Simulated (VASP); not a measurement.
# CoSi2 (Fm-3m) in VASP: notebook

The runs below take CoSi2 through single point, with PBEsol.

Program: VASP 6.6.1. These are calculated values, not measurements. Logs are shortened: lines on timing, memory, paths and dates and some standing lists are left out, and cuts for length are marked.

### 1 The cell of the first run

The structure is cubic, space group Fm-3m (No. 225). Conventional cell: a = 5.451 Å, b = 5.451 Å, c = 5.451 Å, α = 90.00°, β = 90.00°, γ = 90.00°. Co (site symmetry m-3m) has 8 Si at 2.36 Å within 3.1 Å. Si (site symmetry -43m) has 4 Co at 2.36 Å and 6 Si at 2.73 Å within 3.1 Å.

### 2 Single point, PBEsol, collinear spin, ferromagnetic start (13.50 Å³/atom)

File INCAR:

```
  ALGO = Normal
  EDIFF = 1E-6
  ENCUT = 520
  GGA = PS
  ISIF = 2
  ISMEAR = 0
  ISPIN = 2
  LASPH = True
  LCHARG = False
  LMAXMIX = 4
  LORBIT = 11
  LREAL = False
  LWAVE = False
  MAGMOM = 0.275 0 0
  NBANDS = 20
  NELM = 150
  NUPDOWN = 0.275
  PREC = Accurate
  SIGMA = 0.15
```

File KPOINTS:

```
k-points
0
Gamma
  14 14 14
```

File POSCAR:

```
CoSi2
1.0
    0.0000000000      2.7254116596      2.7254116596
    2.7254116596      0.0000000000      2.7254116596
    2.7254116596      2.7254116596      0.0000000000
Co Si
1 2
Direct
    0.0000000000      0.0000000000      0.0000000000
    0.2500000000      0.2500000000      0.2500000000
    0.7500000000      0.7500000000      0.7500000000
```

Potentials or basis: VASP PAW PBE potentials, release 64 (Co, Si).

On the command line:

```sh
> cat potpaw_PBE.64/Co/POTCAR potpaw_PBE.64/Si/POTCAR > POTCAR
> mpirun -np 1 vasp_std > vasp.out
```

OUTCAR:

```text
EDIFF = 1E-6
   ENCUT = 520
   GGA = PS
   ISIF = 2
   ISMEAR = 0
   ISPIN = 2
   LASPH = True
   LORBIT = 11
   LREAL = False
   NELM = 150
   NUPDOWN = 0.275
   PREC = Accurate

 ion  position               nearest neighbor table
   1  0.000  0.000  0.000-   3 2.36   3 2.36   3 2.36   2 2.36   3 2.36   2 2.36   2 2.36   2 2.36

   2  0.250  0.250  0.250-   1 2.36   1 2.36   1 2.36   1 2.36   3 2.73   3 2.73   3 2.73   3 2.73
                             3 2.73   3 2.73
   3  0.750  0.750  0.750-   1 2.36   1 2.36   1 2.36   1 2.36   2 2.73   2 2.73   2 2.73   2 2.73
                             2 2.73   2 2.73

  LATTYP: Found a face centered cubic cell.
 ALAT       =     5.4508233192

  Lattice vectors:

 A1 = (   0.0000000000,   2.7254116596,   2.7254116596)
 A2 = (   2.7254116596,   0.0000000000,   2.7254116596)
 A3 = (   2.7254116596,   2.7254116596,   0.0000000000)

Analysis of symmetry for initial positions (statically):
=====================================================================
 Subroutine PRICEL returns:
 Original cell was already a primitive cell.

 Routine SETGRP: Setting up the symmetry group for a
 face centered cubic supercell.

 Subroutine GETGRP returns: Found 48 space group operations
 (whereof 48 operations were pure point group operations)
 out of a pool of 48 trial point group operations.

The static configuration has the point symmetry O_h .

Analysis of symmetry for dynamics (positions and initial velocities):
=====================================================================
 Subroutine PRICEL returns:
 Original cell was already a primitive cell.

 Routine SETGRP: Setting up the symmetry group for a
 face centered cubic supercell.

 Subroutine GETGRP returns: Found 48 space group operations
 (whereof 48 operations were pure point group operations)
 out of a pool of 48 trial point group operations.

The dynamic configuration has the point symmetry O_h .

Analysis of structural, dynamic, and magnetic symmetry:
=====================================================================
 Subroutine PRICEL returns:
 Original cell was already a primitive cell.

 Routine SETGRP: Setting up the symmetry group for a
 face centered cubic supercell.

 Subroutine GETGRP returns: Found 48 space group operations
 (whereof 48 operations were pure point group operations)
 out of a pool of 48 trial point group operations.

The overall configuration has the point symmetry O_h .

 Subroutine INISYM returns: Found 48 space group operations
 (whereof 48 operations are pure point group operations),
 and found     1 'primitive' translations

----------------------------------------------------------------------------------------

                                     Primitive cell

  volume of cell :      40.4880

  direct lattice vectors                    reciprocal lattice vectors
     0.000000000  2.725411660  2.725411660    -0.183458524  0.183458524  0.183458524
     2.725411660  0.000000000  2.725411660     0.183458524 -0.183458524  0.183458524
     2.725411660  2.725411660  0.000000000     0.183458524  0.183458524 -0.183458524

  length of vectors
     3.854314132  3.854314132  3.854314132     0.317759484  0.317759484  0.317759484

  position of ions in fractional coordinates (direct lattice)
     0.000000000  0.000000000  0.000000000
     0.250000000  0.250000000  0.250000000
     0.750000000  0.750000000  0.750000000

  ion indices of the primitive-cell ions
   primitive index   ion index
                 1           1
                 2           2
                 3           3

----------------------------------------------------------------------------------------

 KPOINTS: k-points

Automatic generation of k-mesh.
 Grid dimensions read from file:
 generate k-points for:   14   14   14

 Generating k-lattice:

  Cartesian coordinates                     Fractional coordinates (reciprocal lattice)
    -0.013104180  0.013104180  0.013104180     0.071428571  0.000000000  0.000000000
     0.013104180 -0.013104180  0.013104180     0.000000000  0.071428571  0.000000000
     0.013104180  0.013104180 -0.013104180     0.000000000  0.000000000  0.071428571

  Length of vectors
     0.022697106  0.022697106  0.022697106

  Shift w.r.t. Gamma in fractional coordinates (k-lattice)
     0.000000000  0.000000000  0.000000000

 Subroutine IBZKPT returns following result:
 ===========================================

 Found    104 irreducible k-points:

 Following reciprocal coordinates:
            Coordinates               Weight
  0.000000  0.000000  0.000000      1.000000
  0.071429  0.000000  0.000000      8.000000
  0.142857  0.000000  0.000000      8.000000
  0.214286  0.000000  0.000000      8.000000
  0.285714  0.000000  0.000000      8.000000
  0.357143  0.000000  0.000000      8.000000
[... 16 lines left out ...]
  0.214286  0.142857  0.000000     24.000000
  0.285714  0.142857  0.000000     24.000000
 [... further k-points ...]
   k-points           NKPTS =    104   k-points in BZ     NKDIM =    104   number of bands    NBANDS=     20
   number of dos      NEDOS =    301   number of ions     NIONS =      3
   total plane-waves  NPLWV =  27000
   dimension x,y,z NGX =    30 NGY =   30 NGZ =   30
   dimension x,y,z NGXF=    60 NGYF=   60 NGZF=   60
   ions per type =               1   2
   NGX,Y,Z   is equivalent  to a cutoff of  12.94, 12.94, 12.94 a.u.
   NGXF,Y,Z  is equivalent  to a cutoff of  25.88, 25.88, 25.88 a.u.
 SYSTEM =  unknown system
   PREC   = accura    normal or accurate (medium, high low for compatibility)
   ISTART =      0    job   : 0-new  1-cont  2-samecut
   ICHARG =      2    charge: 1-file 2-atom 10-const
   ISPIN  =      2    spin polarized calculation?
   LNONCOLLINEAR =      F non collinear calculations
   LSORBIT =      F    spin-orbit coupling
   LASPH  =      T    aspherical Exc in radial PAW
   ENCUT  =  520.0 eV  38.22 Ry    6.18 a.u.   7.17  7.17  7.17*2*pi/ulx,y,z
   NELM   =    150;   NELMIN=  2; NELMDL= -5     # of ELM steps
   EDIFF  = 0.1E-05   stopping-criterion for ELM
   LREAL  =      F    real-space projection
   EDIFFG = 0.1E-04   stopping-criterion for IOM
   NSW    =      0    number of steps for IOM
   IBRION =     -1    ionic relax: 0-MD 1-quasi-New 2-CG
   NFREE  =      0    steps in history (QN), initial steepest desc. (CG)
   ISIF   =      2    stress and relaxation
   ISYM   =      2    0-nonsym 1-usesym 2-fastsym
   POTIM  = 0.5000    time-step for ionic-motion
   TEBEG  =    0.0;   TEEND  =   0.0 temperature during run
   PSTRESS=    0.0 pullay stress
   NELECT =      17.0000    total number of electrons
   NUPDOWN=       0.2750    fix difference up-down
   EMIN   =  10.00;   EMAX   =-10.00  energy-range for DOS
   EFERMI =   0.00;   METHOD = LEGACY
   ISMEAR =     0;   SIGMA  =   0.15  broadening in eV -4-tet -1-fermi 0-gaus
   EFERMI_NEDOS =   21; number of points for ismear=-14 and -15
   IALGO  =     38    algorithm
   IMIX   =      4    mixing-type and parameters
     AMIX     =   0.40;   BMIX     =  1.00
     AMIX_MAG =   1.60;   BMIX_MAG =  1.00
  volume/ion in A,a.u.               =      13.50        91.08
  Fermi-wavevector in a.u.,A,eV,Ry     =   1.225883  2.316583 20.446688  1.502789
  Thomas-Fermi vector in A             =   2.360904
   LORBIT       =     11    0 simple, 1 ext, 2 COOP (PROOUT), +10 PAW based schemes
   GGA     = PS    functional components
   LHFCALC =     F    Hartree Fock is set to
   AEXX    =    0.0000 exact exchange contribution
   IVDW    =     0    specifies the selected vdW correction
   LEPSILON=     F    determine dielectric tensor
   LRPA    =     F    only Hartree local field effects (RPA)
 spin polarized calculation
 Gauss-broadening in eV      SIGMA  =   0.15
  energy-cutoff  :      520.00
  volume of cell :       40.49
 maximum number of plane-waves:      1106
 NGX is ok and might be reduce to    30
   NGX = 15   NGY = 15   NGZ = 15

 number of electron      16.9999999 magnetization       0.2750000

 Free energy of the ion-electron system (eV)
  ---------------------------------------------------
  ext. energy  EPLUGINS =         0.00000000
  ---------------------------------------------------
  free energy    TOTEN  =       -20.83606351 eV

  energy without entropy =      -20.82283787  energy(sigma->0) =      -20.82945069

 E-fermi :   9.1330     XC(G=0): -11.6168

 val. band max:        9.4975729291   @ k =  -0.2857   0.2143   0.0000
 cond. band min:       9.1477578020   @ k =   0.5000   0.1429   0.0714
 fundamental gap:     -0.3498151271
 Fermi energy:         9.5196342838

 spin component 1

 k-point     1 :       0.0000    0.0000    0.0000
  band No.  band energies     occupation
      1      -3.4414      1.00000
      2       5.3980      1.00000
      3       5.3980      1.00000
      4       5.3980      1.00000
      5       7.4849      1.00000
      6       7.4849      1.00000
[... 12 lines left out ...]
     19      19.4093      0.00000
     20      23.1293      0.00000

 k-point     2 :       0.0714    0.0000    0.0000
  band No.  band energies     occupation
      1      -3.3669      1.00000
      2       5.1928      1.00000
      3       5.4244      1.00000
      4       5.4244      1.00000
      5       7.4629      1.00000
      6       7.4629      1.00000
[... 12 lines left out ...]
     19      19.7499      0.00000
     20      23.3750      0.00000
[... 465 lines left out ...]
      3       5.4510      1.00000
      4       5.4886      1.00000
      5       6.8999      1.00000
      6       7.6103      1.00000
[... 12 lines left out ...]
     19      22.0555      0.00000
     20      25.4452      0.00000

 k-point    24 :       0.2857    0.1429    0.0000
  band No.  band energies     occupation
      1      -2.3641      1.00000
      2       3.5881      1.00000
      3       5.5260      1.00000
      4       5.5980      1.00000
      5       6.7022      1.00000
      6       7.6426      1.00000
[... 12 lines left out ...]
     19      23.4146      0.00000
     20      25.4706      0.00000

 [... further k-points ...]

 spin component 2

 k-point     1 :       0.0000    0.0000    0.0000
  band No.  band energies     occupation
      1      -3.3857      1.00000
      2       5.5005      1.00000
      3       5.5005      1.00000
      4       5.5005      1.00000
      5       7.6331      1.00000
      6       7.6331      1.00000
[... 12 lines left out ...]
     19      19.4379      0.00000
     20      23.1939      0.00000

 k-point     2 :       0.0714    0.0000    0.0000
  band No.  band energies     occupation
      1      -3.3112      1.00000
      2       5.2900      1.00000
      3       5.5270      1.00000
      4       5.5270      1.00000
      5       7.6101      1.00000
      6       7.6101      1.00000
[... 12 lines left out ...]
     19      19.7795      0.00000
     20      23.4396      0.00000
[... 465 lines left out ...]
      3       5.5468      1.00000
      4       5.5863      1.00000
      5       7.0236      1.00000
      6       7.7608      1.00000
[... 12 lines left out ...]
     19      22.0949      0.00000
     20      25.5094      0.00000

 k-point    24 :       0.2857    0.1429    0.0000
  band No.  band energies     occupation
      1      -2.3082      1.00000
      2       3.6611      1.00000
      3       5.6205      1.00000
      4       5.6969      1.00000
      5       6.8152      1.00000
      6       7.7928      1.00000
[... 12 lines left out ...]
     19      23.4556      0.00000
     20      25.5411      0.00000

 [... further k-points ...]

------------------------ aborting loop because EDIFF is reached ----------------------------------------

  FORCE on cell =-STRESS in cart. coord.  units (eV):
  Direction    XX          YY          ZZ          XY          YZ          ZX
  --------------------------------------------------------------------------------------
  -------------------------------------------------------------------------------------
  Total       -3.1216630     -3.1216630     -3.1216630      0.0000000      0.0000000     -0.0000000
  in kB     -123.5293837   -123.5293837   -123.5293837      0.0000000      0.0000000     -0.0000000
  external PRESSURE =    -123.5293837 kB  Pullay stress =       0.0000000 kB

 VOLUME and BASIS-vectors are now :
 -----------------------------------------------------------------------------
  energy-cutoff  :      520.00
  volume of cell :       40.49
      direct lattice vectors                 reciprocal lattice vectors
     0.000000000  2.725411660  2.725411660    -0.183458524  0.183458524  0.183458524
     2.725411660  0.000000000  2.725411660     0.183458524 -0.183458524  0.183458524
     2.725411660  2.725411660  0.000000000     0.183458524  0.183458524 -0.183458524

 POSITION                                       TOTAL-FORCE (eV/Angst)
 -----------------------------------------------------------------------------------
      0.00000      0.00000      0.00000         0.000000     -0.000000     -0.000000
      1.36271      1.36271      1.36271        -0.000000     -0.000000      0.000000
      4.08812      4.08812      4.08812         0.000000      0.000000      0.000000
 -----------------------------------------------------------------------------------
    total drift:                                0.000000     -0.000000     -0.000000

  FREE ENERGIE OF THE ION-ELECTRON SYSTEM (eV)
  ---------------------------------------------------
  free  energy   TOTEN  =       -20.8360635140 eV

  energy  without entropy=      -20.8228378692  energy(sigma->0) =      -20.82945069

 total charge

# of ion       s       p       d       tot
------------------------------------------
    1        0.516   0.662   7.547   8.725
    2        0.720   0.837   0.000   1.557
    3        0.720   0.837   0.000   1.557
--------------------------------------------------
tot          1.956   2.336   7.547  11.839

 magnetization (x)

# of ion       s       p       d       tot
------------------------------------------
    1        0.003   0.030   0.146   0.179
    2        0.002   0.015   0.000   0.017
    3        0.002   0.015   0.000   0.017
--------------------------------------------------
tot          0.007   0.061   0.146   0.214
```

Run time: 6.6 min. Hardware: 1 thread of Intel Xeon 8259CL, shared host; peak memory 0.27 GiB.

What came out:

```yaml
Free_energy: -20.8361 eV
Pressure: -12.4 GPa
Net_moment: 0.28 μB per cell
Site_moments: Co +0.18; Si +0.02 μB
Valence_electrons_inside_the_program's_atomic_spheres: Co 8.72; Si 1.56
```

Caveat: the cell stands under tension; the PAW data sets were made with another functional, which shifts forces and pressure a little; the total moment is fixed, so each spin has its own Fermi level and the state may be an excited one.

### 3 Single point, PBEsol, collinear spin, ferromagnetic start (13.50 Å³/atom)

File INCAR:

```
SYSTEM = CoSi2
ALGO = Normal
EDIFF = 1E-7
ENCUT = 520
GGA = PS
ISIF = 2
ISMEAR = 0
ISPIN = 2
LASPH = .TRUE.
LCHARG = .FALSE.
LMAXMIX = 4
LORBIT = 11
LREAL = .FALSE.
LWAVE = .FALSE.
MAGMOM = 0.825 0 0
NBANDS = 20
NELM = 150
NUPDOWN = 0.825
PREC = Accurate
SIGMA = 0.15
```

File KPOINTS:

```
k-points
0
G
  14 14 14
  0 0 0
```

POSCAR is that of step 2.

Potentials or basis: VASP PAW PBE potentials, release 64 (Co, Si).

On the command line:

```sh
> cat potpaw_PBE.64/Co/POTCAR potpaw_PBE.64/Si/POTCAR > POTCAR
> mpirun -np 1 vasp_std > vasp.out
```

Run time: 7.3 min. Hardware: 1 thread of Intel Xeon 8259CL, shared host; peak memory 0.28 GiB.

It converged, with:

| Property | Result |
| --- | --- |
| Free energy | -20.5976 eV |
| Pressure | -9.9 GPa |
| Net moment | 0.82 μB per cell |
| Site moments | Co +0.51; Si +0.06 μB |
| Valence electrons inside the program's atomic spheres | Co 8.71; Si 1.56 |

Caveat: the cell stands under tension; the PAW data sets were made with another functional, which shifts forces and pressure a little; the total moment is fixed, so each spin has its own Fermi level and the state may be an excited one.

### 4 Single point, PBEsol, collinear spin, ferromagnetic start (13.50 Å³/atom)

File INCAR:

```
SYSTEM = CoSi2
PREC     = Accurate       ! precision mode
ENCUT    = 520            ! plane-wave cutoff, eV
EDIFF    = 1E-6           ! SCF threshold, eV
ISMEAR   = 0              ! smearing method
SIGMA    = 0.15           ! smearing width, eV
LREAL    = .FALSE.        ! projectors in reciprocal space
LASPH    = .TRUE.         ! aspherical terms in the spheres
NELM     = 150            ! most SCF steps
ALGO     = Normal         ! electronic algorithm
ISIF     = 2              ! what is computed and relaxed
LWAVE    = .FALSE.        ! write WAVECAR
LCHARG   = .FALSE.        ! write CHGCAR
ISPIN    = 2              ! spin polarisation
MAGMOM   = 1.925 0 0      ! initial moments
LORBIT   = 11             ! projections on sites
NUPDOWN  = 1.925          ! fixed moment
LMAXMIX  = 4              ! l up to which the mixer works
GGA      = PS             ! functional
NBANDS   = 20             ! bands
```

File KPOINTS:

```
regular mesh
0
G
  14 14 14
  0 0 0
```

POSCAR is that of step 3.

On the command line:

```sh
> cat potpaw_PBE.64/Co/POTCAR potpaw_PBE.64/Si/POTCAR > POTCAR
> mpirun -np 1 vasp_std > vasp.out
```

It took 6.6 min on 1 thread of Intel Xeon 8259CL, shared host; peak memory 0.27 GiB.

Results (log left out):

| Quantity | Value |
| --- | --- |
| Free energy | -19.5305 eV |
| Pressure | 0.1 GPa |
| Net moment | 1.93 μB per cell |
| Site moments | Co +1.23; Si +0.15 μB |
| Valence electrons inside the program's atomic spheres | Co 8.67; Si 1.59 |

Caveat: the PAW data sets were made with another functional, which shifts forces and pressure a little; the total moment is fixed, so each spin has its own Fermi level and the state may be an excited one.

### 5 Single point, PBEsol, collinear spin, ferromagnetic start (13.99 Å³/atom)

This run uses another cell than the first one, of 13.99 Å³/atom.

File INCAR:

```
SYSTEM = CoSi2
PREC = Accurate
ENCUT = 520
EDIFF = 1E-6
ISMEAR = 0
SIGMA = 0.15
LREAL = .False.
LASPH = .True.
NELM = 150
ALGO = Normal
ISIF = 2
LWAVE = .False.
LCHARG = .False.
ISPIN = 2
MAGMOM = 0.55 0 0
LORBIT = 11
NUPDOWN = 0.55
LMAXMIX = 4
GGA = PS
NBANDS = 20
```

File KPOINTS:

```
Automatic mesh
0
Gamma
  14 14 14
  0 0 0
```

File POSCAR:

```
CoSi2
1.0
    0.0000000000      2.7585956939      2.7585956939
    2.7585956939      0.0000000000      2.7585956939
    2.7585956939      2.7585956939      0.0000000000
Co Si
1 2
Direct
    0.0000000000      0.0000000000      0.0000000000
    0.2500000000      0.2500000000      0.2500000000
    0.7500000000      0.7500000000      0.7500000000
```

On the command line:

```sh
> cat potpaw_PBE.64/Co/POTCAR potpaw_PBE.64/Si/POTCAR > POTCAR
> mpirun -np 1 vasp_std > vasp.out
```

It took 6.1 min on 1 thread of Intel Xeon 8259CL, shared host; peak memory 0.28 GiB.

Results (log left out):

| Quantity | Value |
| --- | --- |
| Free energy | -20.6277 eV |
| Pressure | -15.7 GPa |
| Net moment | 0.55 μB per cell |
| Site moments | Co +0.35; Si +0.04 μB |
| Valence electrons inside the program's atomic spheres | Co 8.63; Si 1.54 |

Caveat: the cell stands under tension; the PAW data sets were made with another functional, which shifts forces and pressure a little; the total moment is fixed, so each spin has its own Fermi level and the state may be an excited one.

### 6 Summary

```tsv
fixed moment (μB)	cell	pressure (GPa)	moment (μB)
0.275	a = 3.854 Å, angles 60.0°, 3 atoms	-12.4	0.28
0.825	a = 3.854 Å, angles 60.0°, 3 atoms	-9.9	0.82
1.925	a = 3.854 Å, angles 60.0°, 3 atoms	0.1	1.93
0.55	a = 3.901 Å, angles 60.0°, 3 atoms	-15.7	0.55
```

Alike in all rows: task single point; level PBEsol; potentials or basis VASP PAW PBE potentials, release 64 (Co, Si); spin collinear, ferromagnetic start; k mesh 14 × 14 × 14; cutoff (eV) 520; smearing gaussian 0.15 eV.

Caveats: the PAW data sets were made with another functional, which shifts forces and pressure a little; the total moment is fixed, so each spin has its own Fermi level and the state may be an excited one; the cell stands under tension (at least some runs).

Total energies depend on the potentials used, so only differences within one code and one set of settings carry meaning.
